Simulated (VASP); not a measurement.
# Si8S in VASP: notebook, part 2 of 2

VASP 6.6.1.

## 5. Single point, PBE+D3(BJ), collinear spin, ferromagnetic start

The input, INCAR:

```
ALGO     = Normal         # electronic algorithm
DIPOL    = 0.5 0.5 0.317
EDIFF    = 1E-7           # SCF threshold, eV
ENCUT    = 520            # plane-wave cutoff, eV
GGA      = PE             # functional
IDIPOL   = 3            
ISIF     = 2              # what is computed and relaxed
ISMEAR   = 0              # smearing method
ISPIN    = 2              # spin polarisation
IVDW     = 12             # dispersion correction
LASPH    = True           # aspherical terms in the spheres
LCHARG   = True           # write CHGCAR
LDIPOL   = True         
LELF     = True           # ELF
LORBIT   = 11             # projections on sites
LREAL    = False          # projectors in reciprocal space
LVACPOTAV= True         
LVHAR    = True         
LWAVE    = False          # write WAVECAR
MAGMOM   = 0 0 0 0 0 0 0 0 2 # initial moments
NBANDS   = 33             # bands
NELM     = 150            # most SCF steps
PREC     = Accurate       # precision mode
SIGMA    = 0.05           # smearing width, eV
```

The input, KPOINTS:

```
k-points
0
Gamma
  7 4 1
```

The input, POSCAR:

```
Si8S
1.0
    3.8155170197      0.0000000000      0.0000000000
    0.0000000000      6.3129357895      0.0000000000
    0.0000000000      0.0000000000     21.2318711397
Si S
8 1
Direct
    0.0000000000      0.9369021388      0.1883960191
    0.0000000000      0.5630978612      0.1883960191
    0.5000000000      0.4369021388      0.2402729771
    0.5000000000      0.0630978612      0.2402729771
    0.5000000000      0.9332664454      0.3446595292
    0.5000000000      0.5667335546      0.3446595292
    0.0000000000      0.4266292815      0.3877129380
    0.0000000000      0.0733707185      0.3877129380
    0.5000000000      1.0932959481      0.5290099523
```

Potentials or basis: VASP PAW PBE potentials, release 64 (Si, S).

Command:

```bash
$ cat potpaw_PBE.64/Si/POTCAR potpaw_PBE.64/S/POTCAR > POTCAR
$ mpirun -np 1 vasp_std > vasp.out
```

OUTCAR:

```text
EDIFF = 1E-7
   ENCUT = 520
   GGA = PE
   ISIF = 2
   ISMEAR = 0
   ISPIN = 2
   IVDW = 12
   LASPH = True
   LORBIT = 11
   LREAL = False
   NELM = 150
   PREC = Accurate
 IVDW          = 12

 ion  position               nearest neighbor table
   1  0.000  0.937  0.188-   4 2.34   4 2.34   2 2.36
   2  0.000  0.563  0.188-   3 2.34   3 2.34   1 2.36
   3  0.500  0.437  0.240-   2 2.34   2 2.34   4 2.36   6 2.36
   4  0.500  0.063  0.240-   1 2.34   1 2.34   3 2.36   5 2.36
   5  0.500  0.933  0.345-   8 2.29   8 2.29   6 2.31   4 2.36
   6  0.500  0.567  0.345-   7 2.29   7 2.29   5 2.31   3 2.36
   7  0.000  0.427  0.388-   8 2.23   6 2.29   6 2.29
   8  0.000  0.073  0.388-   7 2.23   5 2.29   5 2.29
   9  0.500  0.093  0.529-

  LATTYP: Found a simple orthorhombic cell.
 ALAT       =     3.8155170197
 B/A-ratio  =     1.6545426889
 C/A-ratio  =     5.5646118285

  Lattice vectors:

 A1 = (   3.8155170197,   0.0000000000,   0.0000000000)
 A2 = (   0.0000000000,   6.3129357895,   0.0000000000)
 A3 = (   0.0000000000,   0.0000000000,  21.2318711397)

Analysis of symmetry for initial positions (statically):
=====================================================================
 Subroutine PRICEL returns:
 Original cell was already a primitive cell.

 Routine SETGRP: Setting up the symmetry group for a
 simple orthorhombic supercell.

 Subroutine GETGRP returns: Found  2 space group operations
 (whereof  2 operations were pure point group operations)
 out of a pool of  8 trial point group operations.

The static configuration has the point symmetry C_1h.

Analysis of symmetry for dynamics (positions and initial velocities):
=====================================================================
[... 593 lines left out ...]
 Fermi energy:        -1.5590486254

 spin component 2

 k-point     1 :       0.0000    0.0000    0.0000
  band No.  band energies     occupation
      1     -13.2537      1.00000
      2     -11.9794      1.00000
      3     -11.6791      1.00000
      4     -10.8746      1.00000
      5      -9.4756      1.00000
      6      -8.8313      1.00000
[... 397 lines left out ...]
     30       3.2702      0.00000
     31       3.5376      0.00000
 [bands above 31 left out]

------------------------ aborting loop because EDIFF is reached ----------------------------------------

 Edisp (eV)   -2.28451

 E8    (eV) :    -0.9800

  FORCE on cell =-STRESS in cart. coord.  units (eV):
  Direction    XX          YY          ZZ          XY          YZ          ZX
  --------------------------------------------------------------------------------------
  -------------------------------------------------------------------------------------
  Total       0.13046    -0.74112    -3.90567     0.00000     0.18822     0.00000
  in kB       0.40872    -2.32182   -12.23583     0.00000     0.58967     0.00000
  external pressure =       -4.72 kB  Pullay stress =        0.00 kB

 VOLUME and BASIS-vectors are now :
 -----------------------------------------------------------------------------
  energy-cutoff  :      520.00
  volume of cell :      511.41
      direct lattice vectors                 reciprocal lattice vectors
     3.815517020  0.000000000  0.000000000     0.262087679  0.000000000  0.000000000
     0.000000000  6.312935790  0.000000000     0.000000000  0.158404906  0.000000000
     0.000000000  0.000000000 21.231871140     0.000000000  0.000000000  0.047099005

 POSITION                                       TOTAL-FORCE (eV/Angst)
 -----------------------------------------------------------------------------------
      0.00000      5.91460      4.00000         0.000000     -0.725310      0.583784
      0.00000      3.55480      4.00000         0.000000      0.710475      0.548248
      1.90776      2.75814      5.10144         0.000000     -0.041817     -0.651806
      1.90776      0.39833      5.10144         0.000000      0.022273     -0.542921
      1.90776      5.89165      7.31777         0.000000     -0.088788     -0.040202
      1.90776      3.57775      7.31777         0.000000      0.019358      0.085226
      0.00000      2.69328      8.23187         0.000000      0.247169      0.110661
      0.00000      0.46318      8.23187         0.000000     -0.143601      0.834684
      1.90776      0.58897     11.23187         0.000000      0.000242     -0.927673
 -----------------------------------------------------------------------------------
    total drift:                               -0.000000      0.000039     -0.000207

  FREE ENERGIE OF THE ION-ELECTRON SYSTEM (eV)
  ---------------------------------------------------
  free  energy   TOTEN  =       -43.4717060034 eV

  energy  without entropy=      -43.4671858577  energy(sigma->0) =      -43.46944593

 vacuum level on the upper side and lower side of the slab         4.781         3.169

 total charge

# of ion       s       p       d       tot
------------------------------------------
    1        0.791   0.850   0.000   1.642
    2        0.792   0.850   0.000   1.641
    3        0.764   0.903   0.000   1.667
    4        0.760   0.910   0.000   1.670
    5        0.761   0.944   0.000   1.705
    6        0.759   0.944   0.000   1.703
    7        0.789   0.899   0.000   1.689
    8        0.784   0.876   0.000   1.660
    9        1.394   2.105   0.000   3.499
--------------------------------------------------
tot          7.596   9.282   0.000  16.877

 magnetization (x)

# of ion       s       p       d       tot
------------------------------------------
    1       -0.005  -0.024   0.000  -0.029
    2       -0.003  -0.003   0.000  -0.006
    3       -0.000  -0.001   0.000  -0.001
    4       -0.001  -0.006   0.000  -0.006
    5       -0.002  -0.003   0.000  -0.005
    6       -0.000  -0.001   0.000  -0.002
    7        0.002   0.012   0.000   0.014
    8        0.001  -0.010   0.000  -0.009
    9        0.022   0.870   0.000   0.892
--------------------------------------------------
tot          0.014   0.835   0.000   0.848
```

OSZICAR:

```text
N       E                     dE             d eps       ncg     rms          rms(c)
DAV:   1     0.178475866480E+03    0.17848E+03   -0.12033E+04  1584   0.833E+02
DAV:   2    -0.219393196284E+02   -0.20042E+03   -0.19320E+03  2231   0.150E+02
DAV:   3    -0.415477529185E+02   -0.19608E+02   -0.19238E+02  1995   0.447E+01
[... 27 lines left out ...]
DAV:  31    -0.411871884775E+02   -0.81492E-05   -0.77957E-07  1631   0.202E-03    0.104E-03
DAV:  32    -0.411871914860E+02   -0.30085E-05   -0.31655E-07  1758   0.155E-03    0.560E-04
DAV:  33    -0.411871923312E+02   -0.84515E-06   -0.10726E-07  1559   0.114E-03    0.333E-04
DAV:  34    -0.411871925138E+02   -0.18267E-06   -0.62524E-08  1565   0.744E-04    0.147E-04
DAV:  35    -0.411871925946E+02   -0.80746E-07   -0.14250E-08  1416   0.475E-04
   1 F= -.43471706E+02 E0= -.43469446E+02  d E =-.452015E-02  mag=     1.3934
```

Wall time 17 min (1 thread of AMD EPYC 7R43 (Zen 3), shared host); peak memory 0.78 GiB.

Results:

```
Free energy                                           : -43.4717 eV
Largest force                                         : 0.931 eV/Å
Net moment                                            : 1.39 μB per cell
Site moments                                          : Si -0.03, -0.01, -0.00, +0.01; S +0.89 μB
Valence electrons inside the program's atomic spheres : Si 1.64, 1.67, 1.71, 1.70, 1.69, 1.66; S 3.50
Dispersion energy per atom                            : -0.254 eV
```

Forces on the atoms (eV/Å):
```
Si   0.000 -0.725  0.584
Si   0.000  0.710  0.548
Si   0.000 -0.042 -0.652
Si   0.000  0.022 -0.543
Si   0.000 -0.089 -0.040
Si   0.000  0.019  0.085
Si   0.000  0.247  0.111
Si   0.000 -0.144  0.835
S    0.000  0.000 -0.928
```

Levels at points of the mesh, in eV from the Fermi level:
Spin up:
```tsv
k point	band 17	band 18	band 19	band 20	band 21	band 22	band 23	band 24
(0.00, 0.00, 0.00)	-0.64	-0.59	-0.11	0.20	0.55	1.22	1.75	2.28
(0.00, 0.50, 0.00)	-1.04	-0.95	-0.57	-0.48	0.87	1.29	1.88	2.04
```
Spin down:
| k point | band 15 | band 16 | band 17 | band 18 | band 19 | band 20 | band 21 | band 22 |
| --- | --- | --- | --- | --- | --- | --- | --- | --- |
| (0.00, 0.00, 0.00) | -1.04 | -0.45 | -0.12 | -0.01 | 0.27 | 0.70 | 0.97 | 1.21 |
| (0.00, 0.50, 0.00) | -1.10 | -1.05 | -1.05 | -0.23 | 0.04 | 0.96 | 0.98 | 1.33 |

## 6. Single point, PBE+D3(BJ), collinear spin, ferromagnetic start

The input, INCAR:

```
PREC = Accurate ; ENCUT = 520
EDIFF = 1E-7 ; ISMEAR = 0
SIGMA = 0.05 ; LREAL = False
LASPH = True ; NELM = 150
ALGO = Normal ; ISIF = 2
LWAVE = False ; LCHARG = True
ISPIN = 2 ; MAGMOM = 0 0 0 0 0 0 0 0 2
LORBIT = 11 ; LDIPOL = True
IDIPOL = 3 ; DIPOL = 0.5 0.5 0.317
GGA = PE ; IVDW = 12
LELF = True ; LVHAR = True
LVACPOTAV = True ; NBANDS = 33
```

The input, KPOINTS:

```
Automatic mesh
0
Gamma
  7 4 1
```

POSCAR: that of step 5 with these lines changed.

```diff
@@ -16,2 +16,2 @@
     0.0000000000      0.0733707185      0.3877129380
-    0.5000000000      1.0932959481      0.5290099523
+    0.0000000000      0.5932959481      0.5290099523
```

Potentials or basis: VASP PAW PBE potentials, release 64 (Si, S).

Command:

```bash
$ cat potpaw_PBE.64/Si/POTCAR potpaw_PBE.64/S/POTCAR > POTCAR
$ mpirun -np 1 vasp_std > vasp.out
```

It took 16 min on 1 thread of Intel Xeon 6975P-C, shared host; peak memory 0.82 GiB.

The run converged. Its results:

| Item | Value |
| --- | --- |
| Free energy | -43.8042 eV |
| Largest force | 1.658 eV/Å |
| Net moment | 1.25 μB per cell |
| Site moments | Si +0.00, -0.03, -0.01, -0.00, -0.02, +0.01; S +0.83 μB |
| Valence electrons inside the program's atomic spheres | Si 1.64, 1.67, 1.70, 1.71, 1.66, 1.69; S 3.49 |
| Dispersion energy per atom | -0.252 eV |

Forces in eV/Å, atoms in the order of the input:
```
Si   0.000 -0.750  0.573
Si   0.000  0.731  0.541
Si   0.000  0.018 -0.547
Si   0.000  0.000 -0.662
Si   0.000  0.075  0.041
Si   0.000  0.070 -0.145
Si   0.000  0.846  1.426
Si   0.000 -0.649  0.237
S    0.000 -0.340 -1.464
```

Levels at points of the mesh, in eV from the Fermi level:
Spin up:
| k point | band 18 | band 19 | band 20 | band 21 | band 22 | band 23 |
| --- | --- | --- | --- | --- | --- | --- |
| (0.00, 0.00, 0.00) | -0.27 | -0.05 | 0.29 | 0.57 | 1.37 | 1.77 |
| (0.00, 0.50, 0.00) | -0.91 | -0.45 | -0.26 | 0.85 | 1.42 | 2.00 |
Spin down:
```
           k point  band 14  band 15  band 16  band 17  band 18  band 19  band 20  band 21  band 22  band 23
(0.00, 0.00, 0.00)    -1.01    -0.97    -0.49    -0.07     0.05     0.28     0.68     0.97     1.38     1.76
(0.00, 0.50, 0.00)    -1.51    -1.05    -1.01    -0.99    -0.23     0.06     0.89     0.97     1.45     1.99
```
